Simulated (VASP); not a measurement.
# SnSe: single point with PBEsol

SnSe:

```
Sn Se
1.0
     2.13533   -6.02403    0.00000
     2.13533    6.02403    0.00000
     0.00000    0.00000    4.25994
Sn Se
2 2
Direct
  0.12871 0.87129 0.75000
  0.87129 0.12871 0.25000
  0.35327 0.64673 0.75000
  0.64673 0.35327 0.25000
```

| Item | Value |
| --- | --- |
| Program | VASP 6.6.1 |
| Task | single point |
| Functional | PBEsol |
| Potentials or basis | VASP PAW PBE potentials, release 64 (Sn_d, Se) |
| Cutoff | 520 eV |
| k mesh | 6 × 6 × 6 |
| Occupations | fermi-dirac, width 0.03 eV |
| Spin | no spin polarisation |
| Dipole correction | no |
| k mesh for the DOS | 9 × 9 × 9 |
| Occupations for the DOS | tetrahedron |
| Further INCAR settings | ALGO = Normal; EDIFF = 1e-06; NBANDS = 28 |

```
Valence electrons inside the program's atomic spheres : Sn 12.06; Se 3.80
```

Levels at points of the mesh, in eV from the valence-band top:
```csv
k point,band 18,band 19,band 20,band 21,band 22,band 23
"(0.00, 0.00, 0.00)",-2.26,-1.75,-0.56,3.39,3.93,3.96
```

Run time: 5.7 min on 1 thread of Intel(R) Xeon(R) Platinum 8259CL CPU @ 2.50GHz (Skylake/Cascade Lake), with other jobs on the host, peak memory 0.48 GiB.

Caveat: spin-orbit coupling is left out, which moves the levels of the heavy elements.
